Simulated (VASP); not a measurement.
# AlN in VASP: single point with PBE

Aim: the single point of AlN with PBE.

Everything below comes from runs of VASP 6.6.1. Logs are shortened: lines on timing, memory, paths and dates and some standing lists are left out, and cuts for length are marked.

**1. The cell of the first run**

The cell holds a slab with vacuum, 8 atoms: a = 3.130 Å, b = 5.017 Å, c = 17.614 Å, α = 90.00°, β = 90.00°, γ = 90.00°.

**2. Single point, PBE**

Contents of INCAR:

```
PREC     = Accurate       # precision mode
ENCUT    = 520            # plane-wave cutoff, eV
EDIFF    = 1E-6           # SCF threshold, eV
ISMEAR   = 0              # smearing method
SIGMA    = 0.05           # smearing width, eV
LREAL    = False          # projectors in reciprocal space
LASPH    = True           # aspherical terms in the spheres
NELM     = 100            # most SCF steps
ALGO     = Normal         # electronic algorithm
ISIF     = 2              # what is computed and relaxed
LWAVE    = False          # write WAVECAR
LCHARG   = False          # write CHGCAR
LDIPOL   = True         
IDIPOL   = 3            
DIPOL    = 0.5 0.5 0.499
GGA      = PE             # functional
NBANDS   = 26             # bands
```

Contents of KPOINTS:

```
Automatic mesh
0
Gamma
  9 6 1
```

Contents of POSCAR:

```
AlN
1.0
    3.1297683445      0.0000000000      0.0000000000
    0.0000000000      5.0173032416      0.0000000000
    0.0000000000      0.0000000000     17.6139451924
Al N
4 4
Direct
    0.0000000000      0.9982714950      0.3974123868
    0.5000000000      0.4982714950      0.4487061934
    0.5000000000      0.9915197268      0.5574281191
    0.0000000000      0.4624332482      0.5889299522
    0.0000000000      0.6167285050      0.3974123868
    0.5000000000      0.1167285050      0.4487061934
    0.5000000000      0.6143669407      0.5560335704
    0.0000000000      0.1112303993      0.5996403374
```

Potentials or basis: VASP PAW PBE potentials, release 64 (Al, N).

On the command line:

```bash
> cat potpaw_PBE.64/Al/POTCAR potpaw_PBE.64/N/POTCAR > POTCAR
> mpirun -np 1 vasp_std > vasp.out
```

OUTCAR:

```text
PREC = Accurate
   ENCUT = 520
   EDIFF = 1E-6
   ISMEAR = 0
   LREAL = False
   LASPH = True
   NELM = 100
   ISIF = 2
   GGA = PE

 ion  position               nearest neighbor table
   1  0.000  0.998  0.397-   6 1.90   6 1.90   5 1.91   2 3.09   2 3.09   2 3.09   2 3.09   3 3.22
                             3 3.22
   2  0.500  0.498  0.449-   5 1.90   5 1.90   6 1.91   7 1.98   4 2.93   4 2.93   1 3.09   1 3.09
                             1 3.09   1 3.09   3 3.13   3 3.18
   3  0.500  0.992  0.557-   8 1.83   8 1.83   7 1.89   6 2.02   4 2.89   4 2.89   2 3.13   4 3.13
                             4 3.13   2 3.18   1 3.22   1 3.22
   4  0.000  0.462  0.589-   8 1.77   7 1.83   7 1.83   3 2.89   3 2.89   2 2.93   2 2.93   3 3.13
                             3 3.13
   5  0.000  0.617  0.397-   2 1.90   2 1.90   1 1.91
   6  0.500  0.117  0.449-   1 1.90   1 1.90   2 1.91   3 2.02
   7  0.500  0.614  0.556-   4 1.83   4 1.83   3 1.89   2 1.98
   8  0.000  0.111  0.600-   4 1.77   3 1.83   3 1.83

  LATTYP: Found a simple orthorhombic cell.
 ALAT       =     3.1297683445
 B/A-ratio  =     1.6030909286
 C/A-ratio  =     5.6278750545

  Lattice vectors:

 A1 = (   3.1297683445,   0.0000000000,   0.0000000000)
 A2 = (   0.0000000000,   5.0173032416,   0.0000000000)
 A3 = (   0.0000000000,   0.0000000000,  17.6139451924)

Analysis of symmetry for initial positions (statically):
=====================================================================
 Subroutine PRICEL returns:
 Original cell was already a primitive cell.

 Routine SETGRP: Setting up the symmetry group for a
 simple orthorhombic supercell.

 Subroutine GETGRP returns: Found  2 space group operations
 (whereof  2 operations were pure point group operations)
 out of a pool of  8 trial point group operations.

The static configuration has the point symmetry C_1h.

Analysis of symmetry for dynamics (positions and initial velocities):
=====================================================================
 Subroutine PRICEL returns:
 Original cell was already a primitive cell.

 Routine SETGRP: Setting up the symmetry group for a
 simple orthorhombic supercell.

 Subroutine GETGRP returns: Found  2 space group operations
 (whereof  2 operations were pure point group operations)
 out of a pool of  8 trial point group operations.

The dynamic configuration has the point symmetry C_1h.

 Subroutine INISYM returns: Found  2 space group operations
 (whereof  2 operations are pure point group operations),
 and found     1 'primitive' translations

----------------------------------------------------------------------------------------

                                     Primitive cell

  volume of cell :     276.5917

  direct lattice vectors                    reciprocal lattice vectors
     3.129768344  0.000000000  0.000000000     0.319512465  0.000000000  0.000000000
     0.000000000  5.017303242  0.000000000     0.000000000  0.199310257  0.000000000
     0.000000000  0.000000000 17.613945192     0.000000000  0.000000000  0.056773198

  length of vectors
     3.129768344  5.017303242 17.613945192     0.319512465  0.199310257  0.056773198

  position of ions in fractional coordinates (direct lattice)
     0.000000000  0.998271495  0.397412387
     0.500000000  0.498271495  0.448706193
     0.500000000  0.991519727  0.557428119
     0.000000000  0.462433248  0.588929952
     0.000000000  0.616728505  0.397412387
     0.500000000  0.116728505  0.448706193
     0.500000000  0.614366941  0.556033570
     0.000000000  0.111230399  0.599640337

  ion indices of the primitive-cell ions
   primitive index   ion index
                 1           1
                 2           2
                 3           3
                 4           4
                 5           5
                 6           6
                 7           7
                 8           8

----------------------------------------------------------------------------------------

 KPOINTS: Automatic mesh

Automatic generation of k-mesh.
 Grid dimensions read from file:
 generate k-points for:    9    6    1

 Generating k-lattice:

  Cartesian coordinates                     Fractional coordinates (reciprocal lattice)
     0.035501385  0.000000000  0.000000000     0.111111111  0.000000000  0.000000000
     0.000000000  0.033218376  0.000000000     0.000000000  0.166666667  0.000000000
     0.000000000  0.000000000  0.056773198     0.000000000  0.000000000  1.000000000

  Length of vectors
     0.035501385  0.033218376  0.056773198

  Shift w.r.t. Gamma in fractional coordinates (k-lattice)
     0.000000000  0.000000000  0.000000000

 Subroutine IBZKPT returns following result:
 ===========================================

 Found     20 irreducible k-points:

 Following reciprocal coordinates:
            Coordinates               Weight
  0.000000  0.000000  0.000000      1.000000
  0.111111  0.000000  0.000000      2.000000
  0.222222  0.000000  0.000000      2.000000
  0.333333  0.000000  0.000000      2.000000
  0.444444  0.000000  0.000000      2.000000
  0.000000  0.166667  0.000000      2.000000
[... 12 lines left out ...]
  0.333333  0.500000  0.000000      2.000000
  0.444444  0.500000  0.000000      2.000000
   k-points           NKPTS =     20   k-points in BZ     NKDIM =     20   number of bands    NBANDS=     26
   number of dos      NEDOS =    301   number of ions     NIONS =      8
   total plane-waves  NPLWV = 134400
   dimension x,y,z NGX =    24 NGY =   40 NGZ =  140
   dimension x,y,z NGXF=    48 NGYF=   80 NGZF=  280
   ions per type =               4   4
   NGX,Y,Z   is equivalent  to a cutoff of  12.75, 13.25, 13.21 a.u.
   NGXF,Y,Z  is equivalent  to a cutoff of  25.50, 26.51, 26.43 a.u.
 SYSTEM =  unknown system
   PREC   = accura    normal or accurate (medium, high low for compatibility)
   ISTART =      0    job   : 0-new  1-cont  2-samecut
   ICHARG =      2    charge: 1-file 2-atom 10-const
   ISPIN  =      1    spin polarized calculation?
   LNONCOLLINEAR =      F non collinear calculations
   LSORBIT =      F    spin-orbit coupling
   LASPH  =      T    aspherical Exc in radial PAW
   ENCUT  =  520.0 eV  38.22 Ry    6.18 a.u.   5.82  9.33 32.75*2*pi/ulx,y,z
   NELM   =    100;   NELMIN=  2; NELMDL= -5     # of ELM steps
   EDIFF  = 0.1E-05   stopping-criterion for ELM
   LREAL  =      F    real-space projection
   EDIFFG = 0.1E-04   stopping-criterion for IOM
   NSW    =      0    number of steps for IOM
   IBRION =     -1    ionic relax: 0-MD 1-quasi-New 2-CG
   NFREE  =      0    steps in history (QN), initial steepest desc. (CG)
   ISIF   =      2    stress and relaxation
   ISYM   =      2    0-nonsym 1-usesym 2-fastsym
   POTIM  = 0.5000    time-step for ionic-motion
   TEBEG  =    0.0;   TEEND  =   0.0 temperature during run
   PSTRESS=    0.0 pullay stress
   NELECT =      32.0000    total number of electrons
   NUPDOWN=      -1.0000    fix difference up-down
   EMIN   =  10.00;   EMAX   =-10.00  energy-range for DOS
   EFERMI =   0.00;   METHOD = LEGACY
   ISMEAR =     0;   SIGMA  =   0.05  broadening in eV -4-tet -1-fermi 0-gaus
   EFERMI_NEDOS =   21; number of points for ismear=-14 and -15
   IALGO  =     38    algorithm
   IMIX   =      4    mixing-type and parameters
     AMIX     =   0.40;   BMIX     =  1.00
     AMIX_MAG =   1.60;   BMIX_MAG =  1.00
  volume/ion in A,a.u.               =      34.57       233.32
  Fermi-wavevector in a.u.,A,eV,Ry     =   0.797710  1.507454  8.657951  0.636341
  Thomas-Fermi vector in A             =   1.904480
   LORBIT       =      0    0 simple, 1 ext, 2 COOP (PROOUT), +10 PAW based schemes
   GGA     = PE    functional components
   LHFCALC =     F    Hartree Fock is set to
   AEXX    =    0.0000 exact exchange contribution
   IVDW    =     0    specifies the selected vdW correction
   LEPSILON=     F    determine dielectric tensor
   LRPA    =     F    only Hartree local field effects (RPA)
 non-spin polarized calculation
 Gauss-broadening in eV      SIGMA  =   0.05
  energy-cutoff  :      520.00
  volume of cell :      276.59
 maximum number of plane-waves:      7486
 NGX is ok and might be reduce to    24
   NGX = 11   NGY = 19   NGZ = 65

 number of electron      31.9999997 magnetization

 dipolmoment           0.000000      0.000000      0.023794 electrons x Angstroem

 Free energy of the ion-electron system (eV)
  ---------------------------------------------------
  ext. energy  EPLUGINS =         0.00000000
  ---------------------------------------------------
  free energy    TOTEN  =       -55.01520616 eV

  energy without entropy =      -55.01520616  energy(sigma->0) =      -55.01520616

 E-fermi :  -1.2816     XC(G=0):  -4.2355

 val. band max:       -1.5209740013   @ k =   0.4444   0.5000   0.0000
 cond. band min:      -0.1369170340   @ k =   0.0000   0.0000   0.0000
 fundamental gap:      1.3840569673
 Fermi energy:        -1.2816299369

 k-point     1 :       0.0000    0.0000    0.0000
  band No.  band energies     occupation
      1     -16.7542      2.00000
      2     -15.6019      2.00000
      3     -14.3782      2.00000
      4     -13.6591      2.00000
      5      -7.4275      2.00000
      6      -6.6060      2.00000
[... 18 lines left out ...]
     25       5.3300      0.00000
     26       6.2513      0.00000

 k-point     2 :       0.1111    0.0000    0.0000
  band No.  band energies     occupation
      1     -16.6525      2.00000
      2     -15.5204      2.00000
      3     -14.3250      2.00000
      4     -13.6289      2.00000
      5      -7.2974      2.00000
      6      -6.4840      2.00000
[... 18 lines left out ...]
     25       5.7163      0.00000
[... 492 lines left out ...]
     25       6.4542      0.00000
     26       6.6905      0.00000

 k-point    20 :       0.4444    0.5000    0.0000
  band No.  band energies     occupation
      1     -15.4580      2.00000
      2     -14.9409      2.00000
      3     -14.0263      2.00000
      4     -13.4438      2.00000
      5      -7.4980      2.00000
      6      -7.0817      2.00000
[... 18 lines left out ...]
     25       7.0187      0.00000
     26       7.3003      0.00000

------------------------ aborting loop because EDIFF is reached ----------------------------------------

 vacuum level on the upper side and lower side of the slab       (xc-potential included)        -0.002        -0.280

  FORCE on cell =-STRESS in cart. coord.  units (eV):
  Direction    XX          YY          ZZ          XY          YZ          ZX
  --------------------------------------------------------------------------------------
  -------------------------------------------------------------------------------------
  Total        1.9552034     -2.1996849     -2.8703872      0.0000000      0.8485242      0.0000000
  in kB       11.3256553    -12.7418321    -16.6269229      0.0000000      4.9151368      0.0000000
  external PRESSURE =      -6.0143666 kB  Pullay stress =       0.0000000 kB

 VOLUME and BASIS-vectors are now :
 -----------------------------------------------------------------------------
  energy-cutoff  :      520.00
  volume of cell :      276.59
      direct lattice vectors                 reciprocal lattice vectors
     3.129768344  0.000000000  0.000000000     0.319512465  0.000000000  0.000000000
     0.000000000  5.017303242  0.000000000     0.000000000  0.199310257  0.000000000
     0.000000000  0.000000000 17.613945192     0.000000000  0.000000000  0.056773198

 POSITION                                       TOTAL-FORCE (eV/Angst)
 -----------------------------------------------------------------------------------
      0.00000      5.00863      7.00000         0.000000     -1.627813      2.304002
      1.56488      2.49998      7.90349         0.000000      0.791073     -1.941338
      1.56488      4.97476      9.81851         0.000000     -0.002546      0.010545
      0.00000      2.32017     10.37338         0.000000      0.025050     -0.009585
      0.00000      3.09431      7.00000         0.000000      0.715602      0.774264
      1.56488      0.58566      7.90349         0.000000      0.114780     -1.126581
      1.56488      3.08247      9.79394         0.000000     -0.013782      0.012177
      0.00000      0.55808     10.56203         0.000000     -0.002363     -0.023484
 -----------------------------------------------------------------------------------
    total drift:                                0.000000      0.000324      0.000153

  FREE ENERGIE OF THE ION-ELECTRON SYSTEM (eV)
  ---------------------------------------------------
  free  energy   TOTEN  =       -55.0152061588 eV

  energy  without entropy=      -55.0152061588  energy(sigma->0) =      -55.01520616

 vacuum level on the upper side and lower side of the slab         3.599         3.310
```

Wall time 4.2 min (1 thread of Intel Xeon Platinum 8259CL at 2.50GHz (Skylake/Cascade Lake), shared host); peak memory 0.4 GiB.

What came out:

```yaml
Free_energy: -55.0152 eV
Largest_force: 2.821 eV/Å
Band_gap_on_the_k_mesh: 1.38 eV, indirect (least direct gap 1.40 eV)
```

Forces on the atoms (eV/Å):
```
Al   0.000 -1.628  2.304
Al   0.000  0.791 -1.941
Al   0.000 -0.003  0.011
Al   0.000  0.025 -0.010
N    0.000  0.716  0.774
N    0.000  0.115 -1.127
N    0.000 -0.014  0.012
N    0.000 -0.002 -0.023
```
